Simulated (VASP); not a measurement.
Ir:

```
Ir
1.0
     2.54481    0.00000    0.00000
    -1.27241    2.20387    0.00000
     0.00000    0.00000    4.12592
Ir
2
Direct
  0.66667 0.33333 0.75000
  0.33333 0.66667 0.25000
```

Base run:

```yaml
Program: VASP 6.6.1
Functional: PBEsol
Potentials_or_basis: VASP PAW PBE potentials, release 64 (Ir)
Cutoff: 520 eV
k_mesh: 21 × 21 × 12
Occupations: gaussian, width 0.15 eV
Spin: collinear spin, ferromagnetic start
Starting_moments: "[0.5, 0.5] μB"
Fixed_moment: 1 μB
```

Its results: pressure 132.0 GPa; site moments Ir +0.48 μB.

**Question.** The run is repeated on the same cell with these changes: fixed moment from 1 μB to 0.8 μB; moments at the start from [0.5, 0.5] to [0.4, 0.4]. What comes out?

**Answer.** Pressure 130.8 GPa; site moments Ir +0.39 μB.

Caveats: the PAW data sets were made with another functional, which shifts forces and pressure a little; the total moment is fixed, so each spin has its own Fermi level.
